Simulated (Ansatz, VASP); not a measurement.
# Two plane-wave programs on Pd

File POSCAR:

```
Pd
1.0
    0.0000000000      1.9567730079      1.9567730079
    1.9567730079      0.0000000000      1.9567730079
    1.9567730079      1.9567730079      0.0000000000
Pd
1
Direct
    0.0000000000      0.0000000000      0.0000000000
```

INCAR.step1

```
SYSTEM = Pd
PREC     = Accurate       ! precision mode
ENCUT    = 520            ! plane-wave cutoff, eV
ISMEAR   = -1             ! smearing method
SIGMA    = 0.05           ! smearing width, eV
LREAL    = .FALSE.        ! projectors in reciprocal space
LASPH    = .TRUE.         ! aspherical terms in the spheres
NELM     = 150            ! most SCF steps
ISPIN    = 2              ! spin polarisation
MAGMOM   = 0.436          ! initial moments
LMAXMIX  = 4              ! l up to which the mixer works
NBANDS   = 15             ! bands
GGA      = PE             ! functional
ALGO     = Normal         ! electronic algorithm
EDIFF    = 1E-4           ! SCF threshold, eV
LWAVE    = .TRUE.         ! write WAVECAR
LCHARG   = .FALSE.        ! write CHGCAR
```

Contents of INCAR.step2:

```
SYSTEM = Pd
PREC     = Accurate       ! precision mode
ENCUT    = 520            ! plane-wave cutoff, eV
EDIFF    = 1E-7           ! SCF threshold, eV
ISMEAR   = -1             ! smearing method
SIGMA    = 0.05           ! smearing width, eV
LREAL    = .FALSE.        ! projectors in reciprocal space
LASPH    = .TRUE.         ! aspherical terms in the spheres
NELM     = 150            ! most SCF steps
ALGO     = Normal         ! electronic algorithm
ISIF     = 2              ! what is computed and relaxed
LWAVE    = .FALSE.        ! write WAVECAR
LCHARG   = .TRUE.         ! write CHGCAR
ISPIN    = 2              ! spin polarisation
MAGMOM   = 0.436          ! initial moments
LORBIT   = 11             ! projections on sites
LMAXMIX  = 4              ! l up to which the mixer works
METAGGA  = R2SCAN         ! meta-GGA
LMIXTAU  = .TRUE.       
LELF     = .TRUE.         ! ELF
LVHAR    = .TRUE.       
NBANDS   = 15             ! bands
ISTART   = 1
```

File KPOINTS:

```
Automatic mesh
0
G
  4 4 4
  0 0 0
```

Input for Ansatz:

```yaml
crystal:
  lattice:
    - [0.0, 1.9567730079, 1.9567730079]
    - [1.9567730079, 0.0, 1.9567730079]
    - [1.9567730079, 1.9567730079, 0.0]
  atoms:
    - { symbol: Pd, position: [0.0, 0.0, 0.0], spin: 0.436 }
hamiltonian:
  xc: r2scan
  pseudopotentials:
    kind: paw
    azcp:
      Pd: "pseudopotentials/Pd.paw.azcp"
basis:
  ecutwfc: 500
  fft_grid_basis: typed
kpoints:
  mp_grid: { grid: [4, 4, 4], shift: [0, 0, 0] }
magnetization:
  spin_polarized: true
scf:
  occupations: { method: fermi_dirac, width: 0.05 }
  lower_state_search: "off"
output:
  stress: true
```

Alike in both runs: task single point; functional r2SCAN; k mesh 4 × 4 × 4; occupations fermi-dirac, width 0.05 eV; collinear spin.

|  | VASP | Ansatz |
| --- | --- | --- |
| version | VASP 6.6.1 | Ansatz 0.2.0 |
| potentials or method | VASP PAW PBE potentials, release 64 (Pd), cutoff 520 eV | plane waves (500 eV) with PAW, scalar-relativistic |
| valence electrons in the cell | 10 | 18 |

|  | VASP | Ansatz | Ansatz less VASP |
| --- | --- | --- | --- |
| pressure (GPa) | -0.1 | -0.9 | -0.77 |
| net moment per atom (μB) | 0.47 | 0.47 | 0.000 |
| size of the moment on the site where the two differ most (μB) | 0.48 | 0.49 | +0.017 |

VASP's potentials were made for PBE, not for r2SCAN. Site moments also hang on the region over which each program counts them. VASP's potentials hold 10 valence electrons a cell and Ansatz's 18, so a difference there can come from the potentials and not from the codes. Ansatz's warnings: stability check not made.

The k mesh is coarse, so the values compare programs but aren't converged.
